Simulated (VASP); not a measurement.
# BiTe (Fm-3m) in VASP: a series of runs

BiTe is run at these levels: PBEsol; tasks: single point.

Program: VASP 6.6.1. These are calculated values, not measurements. Logs are shortened: lines on timing, memory, paths and dates and some standing lists are left out, and cuts for length are marked.

**1. The cell of the first run**

Symmetry: Fm-3m, No. 225, cubic system. The conventional cell has a = 6.513 Å, b = 6.513 Å, c = 6.513 Å, α = 90.00°, β = 90.00°, γ = 90.00°. Bi (site symmetry m-3m) has 6 Te at 3.26 Å within 4.3 Å. Te (site symmetry m-3m) has 6 Bi at 3.26 Å within 4.3 Å.

**2. Single point, PBEsol**

INCAR

```
SYSTEM = BiTe
ALGO = Normal ; EDIFF = 1E-7
ENCUT = 520 ; GGA = PS
ISIF = 2 ; ISMEAR = -1
LASPH = .True. ; LCHARG = .True.
LELF = .True. ; LREAL = .False.
LVHAR = .True. ; LWAVE = .False.
NBANDS = 18 ; NELM = 100
PREC = Accurate ; SIGMA = 0.1
```

KPOINTS

```
k-points
0
Gamma
  6 6 6
  0 0 0
```

POSCAR

```
BiTe
1.0
    0.0000000000      3.2564244654      3.2564244654
    3.2564244654      0.0000000000      3.2564244654
    3.2564244654      3.2564244654      0.0000000000
Bi Te
1 1
Direct
    0.0000000000      0.0000000000      0.0000000000
    0.5000000000      0.5000000000      0.5000000000
```

Potentials or basis: VASP PAW PBE potentials, release 64 (Bi_d, Te).

On the command line:

```
cat potpaw_PBE.64/Bi_d/POTCAR potpaw_PBE.64/Te/POTCAR > POTCAR
mpirun -np 1 vasp_std > vasp.out
```

OUTCAR:

```text
SYSTEM = BiTe
   EDIFF = 1E-7
   ENCUT = 520
   GGA = PS
   ISIF = 2
   ISMEAR = -1
   LASPH = .True.
   LREAL = .False.
   NELM = 100
   PREC = Accurate

 ion  position               nearest neighbor table
   1  0.000  0.000  0.000-   2 3.26   2 3.26   2 3.26   2 3.26   2 3.26   2 3.26
   2  0.500  0.500  0.500-   1 3.26   1 3.26   1 3.26   1 3.26   1 3.26   1 3.26

  LATTYP: Found a face centered cubic cell.
 ALAT       =     6.5128489308

  Lattice vectors:

 A1 = (   0.0000000000,   3.2564244654,   3.2564244654)
 A2 = (   3.2564244654,   0.0000000000,   3.2564244654)
 A3 = (   3.2564244654,   3.2564244654,   0.0000000000)

Analysis of symmetry for initial positions (statically):
=====================================================================
 Subroutine PRICEL returns:
 Original cell was already a primitive cell.

 Routine SETGRP: Setting up the symmetry group for a
 face centered cubic supercell.

 Subroutine GETGRP returns: Found 48 space group operations
 (whereof 48 operations were pure point group operations)
 out of a pool of 48 trial point group operations.

The static configuration has the point symmetry O_h .

Analysis of symmetry for dynamics (positions and initial velocities):
=====================================================================
 Subroutine PRICEL returns:
 Original cell was already a primitive cell.

 Routine SETGRP: Setting up the symmetry group for a
 face centered cubic supercell.

 Subroutine GETGRP returns: Found 48 space group operations
 (whereof 48 operations were pure point group operations)
 out of a pool of 48 trial point group operations.

The dynamic configuration has the point symmetry O_h .

 Subroutine INISYM returns: Found 48 space group operations
 (whereof 48 operations are pure point group operations),
 and found     1 'primitive' translations

----------------------------------------------------------------------------------------

                                     Primitive cell

  volume of cell :      69.0642

  direct lattice vectors                    reciprocal lattice vectors
     0.000000000  3.256424465  3.256424465    -0.153542637  0.153542637  0.153542637
     3.256424465  0.000000000  3.256424465     0.153542637 -0.153542637  0.153542637
     3.256424465  3.256424465  0.000000000     0.153542637  0.153542637 -0.153542637

  length of vectors
     4.605279644  4.605279644  4.605279644     0.265943649  0.265943649  0.265943649

  position of ions in fractional coordinates (direct lattice)
     0.000000000  0.000000000  0.000000000
     0.500000000  0.500000000  0.500000000

  ion indices of the primitive-cell ions
   primitive index   ion index
                 1           1
                 2           2

----------------------------------------------------------------------------------------

 KPOINTS: k-points

Automatic generation of k-mesh.
 Grid dimensions read from file:
 generate k-points for:    6    6    6

 Generating k-lattice:

  Cartesian coordinates                     Fractional coordinates (reciprocal lattice)
    -0.025590440  0.025590440  0.025590440     0.166666667  0.000000000  0.000000000
     0.025590440 -0.025590440  0.025590440     0.000000000  0.166666667  0.000000000
     0.025590440  0.025590440 -0.025590440     0.000000000  0.000000000  0.166666667

  Length of vectors
     0.044323941  0.044323941  0.044323941

  Shift w.r.t. Gamma in fractional coordinates (k-lattice)
     0.000000000  0.000000000  0.000000000

 Subroutine IBZKPT returns following result:
 ===========================================

 Found     16 irreducible k-points:

 Following reciprocal coordinates:
            Coordinates               Weight
  0.000000  0.000000  0.000000      1.000000
  0.166667  0.000000  0.000000      8.000000
  0.333333  0.000000  0.000000      8.000000
  0.500000  0.000000  0.000000      4.000000
  0.166667  0.166667  0.000000      6.000000
  0.333333  0.166667  0.000000     24.000000
[... 8 lines left out ...]
 -0.333333  0.333333  0.166667     24.000000
 -0.333333  0.500000  0.166667     12.000000
   k-points           NKPTS =     16   k-points in BZ     NKDIM =     16   number of bands    NBANDS=     18
   number of dos      NEDOS =    301   number of ions     NIONS =      2
   total plane-waves  NPLWV =  46656
   dimension x,y,z NGX =    36 NGY =   36 NGZ =   36
   dimension x,y,z NGXF=    72 NGYF=   72 NGZF=   72
   ions per type =               1   1
   NGX,Y,Z   is equivalent  to a cutoff of  13.00, 13.00, 13.00 a.u.
   NGXF,Y,Z  is equivalent  to a cutoff of  25.99, 25.99, 25.99 a.u.
 SYSTEM =  BiTe
   PREC   = accura    normal or accurate (medium, high low for compatibility)
   ISTART =      0    job   : 0-new  1-cont  2-samecut
   ICHARG =      2    charge: 1-file 2-atom 10-const
   ISPIN  =      1    spin polarized calculation?
   LNONCOLLINEAR =      F non collinear calculations
   LSORBIT =      F    spin-orbit coupling
   LASPH  =      T    aspherical Exc in radial PAW
   ENCUT  =  520.0 eV  38.22 Ry    6.18 a.u.   8.56  8.56  8.56*2*pi/ulx,y,z
   NELM   =    100;   NELMIN=  2; NELMDL= -5     # of ELM steps
   EDIFF  = 0.1E-06   stopping-criterion for ELM
   LREAL  =      F    real-space projection
   EDIFFG = 0.1E-05   stopping-criterion for IOM
   NSW    =      0    number of steps for IOM
   IBRION =     -1    ionic relax: 0-MD 1-quasi-New 2-CG
   NFREE  =      0    steps in history (QN), initial steepest desc. (CG)
   ISIF   =      2    stress and relaxation
   ISYM   =      2    0-nonsym 1-usesym 2-fastsym
   POTIM  = 0.5000    time-step for ionic-motion
   TEBEG  =    0.0;   TEEND  =   0.0 temperature during run
   PSTRESS=    0.0 pullay stress
   NELECT =      21.0000    total number of electrons
   NUPDOWN=      -1.0000    fix difference up-down
   EMIN   =  10.00;   EMAX   =-10.00  energy-range for DOS
   EFERMI =   0.00;   METHOD = LEGACY
   ISMEAR =    -1;   SIGMA  =   0.10  broadening in eV -4-tet -1-fermi 0-gaus
   EFERMI_NEDOS =   21; number of points for ismear=-14 and -15
   IALGO  =     38    algorithm
   IMIX   =      4    mixing-type and parameters
     AMIX     =   0.40;   BMIX     =  1.00
     AMIX_MAG =   1.60;   BMIX_MAG =  1.00
  volume/ion in A,a.u.               =      34.53       233.03
  Fermi-wavevector in a.u.,A,eV,Ry     =   1.100855  2.080315 16.488662  1.211882
  Thomas-Fermi vector in A             =   2.237273
   LORBIT       =      0    0 simple, 1 ext, 2 COOP (PROOUT), +10 PAW based schemes
   GGA     = PS    functional components
   LHFCALC =     F    Hartree Fock is set to
   AEXX    =    0.0000 exact exchange contribution
   IVDW    =     0    specifies the selected vdW correction
   LEPSILON=     F    determine dielectric tensor
   LRPA    =     F    only Hartree local field effects (RPA)
 non-spin polarized calculation
  energy-cutoff  :      520.00
  volume of cell :       69.06
 maximum number of plane-waves:      1874
 NGX is ok and might be reduce to    36
   NGX = 17   NGY = 17   NGZ = 17

 number of electron      20.9999995 magnetization

 Free energy of the ion-electron system (eV)
  ---------------------------------------------------
  ext. energy  EPLUGINS =         0.00000000
  ---------------------------------------------------
  free energy    TOTEN  =        -7.97946473 eV

  energy without entropy =       -7.92630812  energy(sigma->0) =       -7.95288643

 E-fermi :   6.1948     XC(G=0):  -9.5060

 val. band max:        6.1472759000   @ k =  -0.1667   0.1667   0.0000
 cond. band min:       6.2994788565   @ k =   0.3333   0.0000   0.0000
 fundamental gap:      0.1522029565
 Fermi energy:         6.1948118394

 k-point     1 :       0.0000    0.0000    0.0000
  band No.  band energies     occupation
      1     -16.7995      2.00000
      2     -16.7995      2.00000
      3     -16.7960      2.00000
      4     -16.7960      2.00000
      5     -16.7960      2.00000
      6      -7.1460      2.00000
[... 10 lines left out ...]
     17      12.1487      0.00000
     18      12.7369      0.00000

 k-point     2 :       0.1667    0.0000    0.0000
  band No.  band energies     occupation
      1     -16.8004      2.00000
      2     -16.8004      2.00000
      3     -16.7956      2.00000
      4     -16.7946      2.00000
      5     -16.7946      2.00000
      6      -6.9048      2.00000
[... 10 lines left out ...]
     17      13.6089      0.00000
     18      14.1497      0.00000

 k-point     3 :       0.3333    0.0000    0.0000
  band No.  band energies     occupation
      1     -16.8025      2.00000
      2     -16.8025      2.00000
      3     -16.7947      2.00000
      4     -16.7913      2.00000
      5     -16.7913      2.00000
      6      -6.2025      2.00000
[... 10 lines left out ...]
     17      15.5034      0.00000
     18      16.6581      0.00000

 k-point     4 :       0.5000    0.0000    0.0000
  band No.  band energies     occupation
      1     -16.8037      2.00000
      2     -16.8037      2.00000
      3     -16.7943      2.00000
      4     -16.7896      2.00000
      5     -16.7896      2.00000
      6      -5.2404      2.00000
[... 10 lines left out ...]
     17      14.4385      0.00000
     18      15.3885      0.00000

 k-point     5 :       0.1667    0.1667    0.0000
  band No.  band energies     occupation
      1     -16.8024      2.00000
      2     -16.7985      2.00000
      3     -16.7968      2.00000
      4     -16.7937      2.00000
      5     -16.7937      2.00000
      6      -6.8303      2.00000
[... 10 lines left out ...]
     17      12.7134      0.00000
     18      13.1804      0.00000

 k-point     6 :       0.3333    0.1667    0.0000
  band No.  band energies     occupation
      1     -16.8049      2.00000
      2     -16.7992      2.00000
      3     -16.7963      2.00000
      4     -16.7915      2.00000
      5     -16.7906      2.00000
      6      -6.3034      2.00000
[... 10 lines left out ...]
     17      14.2885      0.00000
     18      14.6989      0.00000

 k-point     7 :       0.5000    0.1667    0.0000
  band No.  band energies     occupation
      1     -16.8055      2.00000
      2     -16.8014      2.00000
      3     -16.7941      2.00000
      4     -16.7905      2.00000
      5     -16.7890      2.00000
      6      -5.4081      2.00000
[... 10 lines left out ...]
     17      14.9366      0.00000
     18      15.7634      0.00000

 k-point     8 :      -0.3333    0.1667    0.0000
  band No.  band energies     occupation
      1     -16.8037      2.00000
      2     -16.8026      2.00000
      3     -16.7935      2.00000
      4     -16.7907      2.00000
      5     -16.7906      2.00000
      6      -5.7088      2.00000
[... 10 lines left out ...]
     17      15.1062      0.00000
     18      15.5987      0.00000

 k-point     9 :      -0.1667    0.1667    0.0000
  band No.  band energies     occupation
      1     -16.8020      2.00000
      2     -16.8011      2.00000
      3     -16.7951      2.00000
      4     -16.7935      2.00000
      5     -16.7919      2.00000
      6      -6.5156      2.00000
[... 10 lines left out ...]
     17      13.3129      0.00000
     18      15.8220      0.00000

 k-point    10 :       0.3333    0.3333    0.0000
  band No.  band energies     occupation
      1     -16.8088      2.00000
      2     -16.7985      2.00000
      3     -16.7964      2.00000
      4     -16.7889      2.00000
      5     -16.7889      2.00000
      6      -6.0192      2.00000
[... 10 lines left out ...]
     17      14.8945      0.00000
     18      14.8945      0.00000

 k-point    11 :       0.5000    0.3333    0.0000
  band No.  band energies     occupation
      1     -16.8098      2.00000
      2     -16.7975      2.00000
      3     -16.7971      2.00000
      4     -16.7880      2.00000
      5     -16.7874      2.00000
      6      -5.4621      2.00000
[... 10 lines left out ...]
     17      15.7893      0.00000
     18      15.9733      0.00000

 k-point    12 :      -0.3333    0.3333    0.0000
  band No.  band energies     occupation
      1     -16.8072      2.00000
      2     -16.7999      2.00000
      3     -16.7938      2.00000
      4     -16.7902      2.00000
      5     -16.7887      2.00000
      6      -5.0032      2.00000
[... 10 lines left out ...]
     17      15.1559      0.00000
     18      18.0600      0.00000

 k-point    13 :       0.5000    0.5000    0.0000
  band No.  band energies     occupation
      1     -16.8124      2.00000
      2     -16.7993      2.00000
      3     -16.7953      2.00000
      4     -16.7863      2.00000
      5     -16.7863      2.00000
      6      -5.4466      2.00000
[... 10 lines left out ...]
     17      15.7511      0.00000
     18      16.8271      0.00000

 k-point    14 :       0.5000    0.3333    0.1667
  band No.  band energies     occupation
      1     -16.8067      2.00000
      2     -16.7994      2.00000
      3     -16.7956      2.00000
      4     -16.7900      2.00000
      5     -16.7889      2.00000
      6      -5.7090      2.00000
[... 10 lines left out ...]
     17      14.4593      0.00000
     18      15.9306      0.00000

 k-point    15 :      -0.3333    0.3333    0.1667
  band No.  band energies     occupation
      1     -16.8069      2.00000
      2     -16.8002      2.00000
      3     -16.7929      2.00000
      4     -16.7921      2.00000
      5     -16.7876      2.00000
      6      -4.9988      2.00000
[... 10 lines left out ...]
     17      15.4319      0.00000
     18      16.6276      0.00000

 k-point    16 :      -0.3333    0.5000    0.1667
  band No.  band energies     occupation
      1     -16.8094      2.00000
      2     -16.7979      2.00000
      3     -16.7961      2.00000
      4     -16.7897      2.00000
      5     -16.7863      2.00000
      6      -5.1475      2.00000
[... 10 lines left out ...]
     17      16.2647      0.00000
     18      16.6229      0.00000

------------------------ aborting loop because EDIFF is reached ----------------------------------------

  FORCE on cell =-STRESS in cart. coord.  units (eV):
  Direction    XX          YY          ZZ          XY          YZ          ZX
  --------------------------------------------------------------------------------------
  -------------------------------------------------------------------------------------
  Total       -1.0723224     -1.0723224     -1.0723224      0.0000000     -0.0000000      0.0000000
  in kB      -24.8761375    -24.8761375    -24.8761375      0.0000000     -0.0000000      0.0000000
  external PRESSURE =     -24.8761375 kB  Pullay stress =       0.0000000 kB

 VOLUME and BASIS-vectors are now :
 -----------------------------------------------------------------------------
  energy-cutoff  :      520.00
  volume of cell :       69.06
      direct lattice vectors                 reciprocal lattice vectors
     0.000000000  3.256424465  3.256424465    -0.153542637  0.153542637  0.153542637
     3.256424465  0.000000000  3.256424465     0.153542637 -0.153542637  0.153542637
     3.256424465  3.256424465  0.000000000     0.153542637  0.153542637 -0.153542637

 POSITION                                       TOTAL-FORCE (eV/Angst)
 -----------------------------------------------------------------------------------
      0.00000      0.00000      0.00000        -0.000000      0.000000     -0.000000
      3.25642      3.25642      3.25642         0.000000      0.000000      0.000000
 -----------------------------------------------------------------------------------
    total drift:                               -0.000000      0.000000      0.000000

  FREE ENERGIE OF THE ION-ELECTRON SYSTEM (eV)
  ---------------------------------------------------
  free  energy   TOTEN  =        -7.9794647344 eV

  energy  without entropy=       -7.9263081179  energy(sigma->0) =       -7.95288643
```

It took 73 s on 1 thread of AMD EPYC 7R13, shared host; peak memory 0.17 GiB.

What came out:

```yaml
Free_energy: -7.9795 eV
Pressure: -2.5 GPa
```

Caveat: the PAW data sets were made with another functional, which shifts forces and pressure a little; spin-orbit coupling is left out, which moves the levels of the heavy elements.

**3. Single point, PBEsol**

This run uses another cell than the first one, of 35.21 Å³/atom, 1.020 times its volume.

INCAR

```
PREC = Accurate
ENCUT = 520
EDIFF = 1E-7
ISMEAR = -1
SIGMA = 0.1
LREAL = False
LASPH = True
NELM = 60
ALGO = Normal
ISIF = 2
LWAVE = False
LCHARG = False
GGA = PS
NBANDS = 18
```

KPOINTS

```
Automatic mesh
0
Gamma
  6 6 6
```

POSCAR

```
BiTe
1.0
    0.0000000000      3.2775706714      3.2775706714
    3.2775706714      0.0000000000      3.2775706714
    3.2775706714      3.2775706714      0.0000000000
Bi Te
1 1
Direct
    0.0000000000      0.0000000000      0.0000000000
    0.5000000000      0.5000000000      0.5000000000
```

Potentials or basis: VASP PAW PBE potentials, release 64 (Bi_d, Te).

On the command line:

```
cat potpaw_PBE.64/Bi_d/POTCAR potpaw_PBE.64/Te/POTCAR > POTCAR
mpirun -np 1 vasp_std > vasp.out
```

Run time: 71 s. Hardware: 1 thread of AMD EPYC 7R13, shared host; peak memory 0.17 GiB.

The run converged. Its results:

* Free energy: -7.9555 eV
* Pressure: -3.3 GPa

Levels at points of the mesh, in eV from the Fermi level:
| k point | band 8 | band 9 | band 10 | band 11 | band 12 | band 13 |
| --- | --- | --- | --- | --- | --- | --- |
| (0.00, 0.00, 0.00) | -2.38 | -2.38 | -2.38 | 2.12 | 2.12 | 2.12 |
| (0.50, 0.00, 0.00) | -1.77 | -1.77 | -1.56 | -0.79 | -0.52 | -0.52 |
| (0.50, 0.50, 0.00) | -5.36 | -3.78 | -3.78 | 2.36 | 3.46 | 3.46 |

Caveat: the PAW data sets were made with another functional, which shifts forces and pressure a little; spin-orbit coupling is left out, which moves the levels of the heavy elements.

**4. Single point, PBEsol**

This run uses another cell than the first one, of 35.89 Å³/atom, 1.039 times its volume.

INCAR

```
SYSTEM = BiTe
ALGO = Normal
EDIFF = 1E-7
ENCUT = 520
GGA = PS
ISIF = 2
ISMEAR = -1
LASPH = .True.
LCHARG = .True.
LELF = .True.
LREAL = .False.
LVHAR = .True.
LWAVE = .False.
NBANDS = 18
NELM = 80
PREC = Accurate
SIGMA = 0.1
```

KPOINTS

```
k-points
0
Gamma
  6 6 6
  0 0 0
```

POSCAR

```
BiTe
1.0
    0.0000000000      3.2984474805      3.2984474805
    3.2984474805      0.0000000000      3.2984474805
    3.2984474805      3.2984474805      0.0000000000
Bi Te
1 1
Direct
    0.0000000000      0.0000000000      0.0000000000
    0.5000000000      0.5000000000      0.5000000000
```

On the command line:

```
cat potpaw_PBE.64/Bi_d/POTCAR potpaw_PBE.64/Te/POTCAR > POTCAR
mpirun -np 1 vasp_std > vasp.out
```

Run time: 69 s. Hardware: 1 thread of AMD EPYC 7R13, shared host; peak memory 0.17 GiB.

It converged, with:

```yaml
Free_energy: -7.9253 eV
Pressure: -4.0 GPa
```

Levels at points of the mesh, in eV from the Fermi level:
| k point | band 6 | band 7 | band 8 | band 9 | band 10 | band 11 | band 12 | band 13 | band 14 | band 15 |
| --- | --- | --- | --- | --- | --- | --- | --- | --- | --- | --- |
| (0.00, 0.00, 0.00) | -13.10 | -8.30 | -2.33 | -2.33 | -2.33 | 2.07 | 2.07 | 2.07 | 4.77 | 4.77 |
| (0.50, 0.00, 0.00) | -11.29 | -11.03 | -1.74 | -1.74 | -1.57 | -0.79 | -0.50 | -0.50 | 7.16 | 7.60 |
| (0.50, 0.50, 0.00) | -11.52 | -9.91 | -5.24 | -3.70 | -3.70 | 2.42 | 3.37 | 3.37 | 4.59 | 8.59 |

Caveat: the PAW data sets were made with another functional, which shifts forces and pressure a little; spin-orbit coupling is left out, which moves the levels of the heavy elements.

**5. Summary**

```tsv
cell	gap on the mesh (eV)	pressure (GPa)
a = 4.605 Å, angles 60.0°, 2 atoms	none	-2.5
a = 4.635 Å, angles 60.0°, 2 atoms	none	-3.3
a = 4.665 Å, angles 60.0°, 2 atoms	none	-4.0
```

Alike in all rows: task single point; level PBEsol; potentials or basis VASP PAW PBE potentials, release 64 (Bi_d, Te); no spin polarisation; k mesh 6 × 6 × 6; cutoff (eV) 520; smearing fermi-dirac 0.1 eV.

Caveats: the PAW data sets were made with another functional, which shifts forces and pressure a little; spin-orbit coupling is left out, which moves the levels of the heavy elements.

Total energies depend on the potentials used, so only differences within one code and one set of settings carry meaning.
